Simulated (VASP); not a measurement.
Write the native input for VASP 6.6.1 that does the following.

```yaml
Task: single point
Functional: PBE
Potentials_or_basis: VASP PAW PBE potentials, release 64 (Ni, O)
Cutoff: 520 eV
k_mesh: 9 × 9 × 9
Occupations: fermi-dirac, width 0.05 eV
Spin: collinear spin, ferromagnetic start
Starting_moments: "[1.0, 0.0] μB"
Dipole_correction: no
Further_INCAR_settings: ALGO = Normal; EDIFF = 1e-06; NBANDS = 19
```

The structure of NiO lies in POSCAR:

```
NiO
1.0
    0.0000000000      2.0859016414      2.0024655757
    2.0859016414      0.0000000000      2.0024655757
    2.0859016414      2.0859016414      0.0000000000
Ni O
1 1
Direct
    0.0000000000      0.0000000000      0.0000000000
    0.5000000000      0.5000000000      0.5000000000
```

One way to write it, as run:

INCAR

```
  ALGO = Normal
  EDIFF = 1E-6
  ENCUT = 520
  GGA = PE
  ISIF = 2
  ISMEAR = -1
  ISPIN = 2
  LASPH = True
  LCHARG = False
  LMAXMIX = 4
  LORBIT = 11
  LREAL = False
  LWAVE = False
  MAGMOM = 1 0
  NBANDS = 19
  NELM = 150
  PREC = Accurate
  SIGMA = 0.05
```

KPOINTS

```
k-points
0
Gamma
  9 9 9
```

Potentials or basis: VASP PAW PBE potentials, release 64 (Ni, O).

Command:

```bash
$ cat potpaw_PBE.64/Ni/POTCAR potpaw_PBE.64/O/POTCAR > POTCAR
$ mpirun -np 1 vasp_std > vasp.out
```

It gave:

| Property | Result |
| --- | --- |
| Pressure | 13.1 GPa |
| Net moment | 1.44 μB per cell |
| Site moments | Ni +1.20; O +0.20 μB |
| Valence electrons inside the program's atomic spheres | Ni 9.10; O 4.99 |

Caveat: the cell stands under pressure; a cell with one magnetic atom can't hold antiferromagnetic order, which such compounds often take.

Run time: 20 s on 1 thread of Intel(R) Xeon(R) 6975P-C (Granite Rapids) (shared host), peak memory 0.17 GiB.
